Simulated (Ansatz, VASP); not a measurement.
## Two plane-wave programs on Mo

The input INCAR:

```
PREC     = Accurate       # precision mode
ENCUT    = 520            # plane-wave cutoff, eV
EDIFF    = 1E-7           # SCF threshold, eV
ISMEAR   = 0              # smearing method
SIGMA    = 0.15           # smearing width, eV
LREAL    = False          # projectors in reciprocal space
LASPH    = True           # aspherical terms in the spheres
NELM     = 80             # most SCF steps
ALGO     = Fast           # electronic algorithm
ISIF     = 2              # what is computed and relaxed
LWAVE    = False          # write WAVECAR
LCHARG   = False          # write CHGCAR
NBANDS   = 13             # bands
```

File KPOINTS:

```
Automatic mesh
0
Gamma
  18 18 18
```

The input POSCAR:

```
Mo
1.0
    2.7765430532      0.0000000000      0.0000000000
   -1.3882715266      2.4045568187      0.0000000000
    0.0000000000      0.0000000000      2.5935084105
Mo
1
Direct
    0.0000000000      0.0000000000      0.5000000000
```

Input for Ansatz:

```yaml
crystal:
  lattice:
    - [2.7765430532, 0.0, 0.0]
    - [-1.3882715266, 2.4045568187, 0.0]
    - [0.0, 0.0, 2.5935084105]
  atoms:
    - { symbol: Mo, position: [0.0, 0.0, 0.5] }
basis:
  ecutwfc: 420
kpoints:
  mp_grid: { grid: [18, 18, 18] }
hamiltonian:
  xc: lda
scf:
  occupations: { method: gaussian, width: 0.15 }
output:
  forces: true
  stress: true
  eigenvalues: true
```

Change from the starting cell: strain +0.015 along x and y, +0.015 along z, atoms carried along.

Alike in both runs: task single point; functional LDA; k mesh 18 × 18 × 18; occupations gaussian, width 0.15 eV; no spin polarisation.

```csv
,VASP,Ansatz
version,VASP 6.6.1,Ansatz 0.2.0
potentials or method,"VASP PAW LDA potentials, release 64 (Mo_sv), cutoff 520 eV","scalar-relativistic, plane waves, PAW"
valence electrons in the cell,14,14
```

|  | VASP | Ansatz | Ansatz less VASP |
| --- | --- | --- | --- |
| gap on the k mesh at the Fermi level (eV) | none | none | - |
| pressure (GPa) | -15.5 | -16.3 | -0.77 |
| traceless stress, the component that is largest in VASP (GPa) | -4.40 | -4.45 | -0.056 |

LDA's correlation is that of Perdew and Zunger in VASP and of Perdew and Wang (1992) in Ansatz. A gap of «none» marks a metal or a gap that the smearing closes.
